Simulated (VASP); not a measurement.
Input of a VASP 6.6.1 run:

POSCAR

```
Ti3SiO8
1.0
    3.1702594846     -3.1787469698      0.0000000000
    3.1702594846      3.1787469698      0.0000000000
    0.0000000000      0.0000000000      5.7867068791
Ti O Si
3 8 1
Direct
    0.5000000000      0.5000000000      0.2559920763
    0.0000000000      0.0000000000      0.0000000000
    0.5000000000      0.5000000000      0.7440079237
    0.1878077288      0.1878077288      0.2704360987
    0.8121922712      0.8121922712      0.2704360987
    0.6950829040      0.3049170960      0.0000000000
    0.3049170960      0.6950829040      0.0000000000
    0.1878077288      0.1878077288      0.7295639013
    0.8121922712      0.8121922712      0.7295639013
    0.7095489334      0.2904510666      0.5000000000
    0.2904510666      0.7095489334      0.5000000000
    0.0000000000      0.0000000000      0.5000000000
```

INCAR.step1

```
SYSTEM = Ti3SiO8
PREC = Accurate
ENCUT = 520
ISMEAR = -1
SIGMA = 0.02
LREAL = .FALSE.
LASPH = .TRUE.
NELM = 100
NBANDS = 56
GGA = PE
ALGO = Normal
EDIFF = 1E-4
LWAVE = .TRUE.
LCHARG = .FALSE.
```

INCAR.step2

```
SYSTEM = Ti3SiO8
PREC = Accurate
ENCUT = 520
EDIFF = 1E-6
ISMEAR = -1
SIGMA = 0.02
LREAL = .FALSE.
LASPH = .TRUE.
NELM = 100
ALGO = Normal
ISIF = 2
LWAVE = .FALSE.
LCHARG = .FALSE.
METAGGA = R2SCAN
LMIXTAU = .TRUE.
NBANDS = 56
ISTART = 1
```

KPOINTS

```
regular mesh
0
G
  6 6 4
  0 0 0
```

Potentials or basis: VASP PAW PBE potentials, release 64 (Ti_sv, O, Si).

Launch:

```console
$ cat potpaw_PBE.64/Ti_sv/POTCAR potpaw_PBE.64/O/POTCAR potpaw_PBE.64/Si/POTCAR > POTCAR
$ cp INCAR.step1 INCAR
$ mpirun -np 1 vasp_std > vasp.out
$ cp INCAR.step2 INCAR
$ mpirun -np 1 vasp_std > vasp.out
```

Problem. Estimate the largest force.

Solution. 0.075 eV/Å.

Problem. Estimate the pressure.

Solution. 1.1 GPa.

Problem. What does it give for the band gap on the k mesh?

Solution. 1.99 eV, indirect (the least direct gap lies 2.4 meV higher).

Forces in eV/Å, atoms in the order of the input:
```
Ti   0.000  0.000  0.007
Ti   0.000  0.000  0.000
Ti   0.000  0.000 -0.007
O    0.001  0.000  0.025
O   -0.001  0.000  0.025
O    0.000 -0.023  0.000
O    0.000  0.023  0.000
O    0.001  0.000 -0.025
O   -0.001  0.000 -0.025
O    0.000 -0.075  0.000
O    0.000  0.075  0.000
Si   0.000  0.000  0.000
```

Caveat: the PAW data sets were made with another functional, which shifts forces and pressure a little. r2SCAN opens gaps a little over a GGA but as a rule still falls short of measured ones.
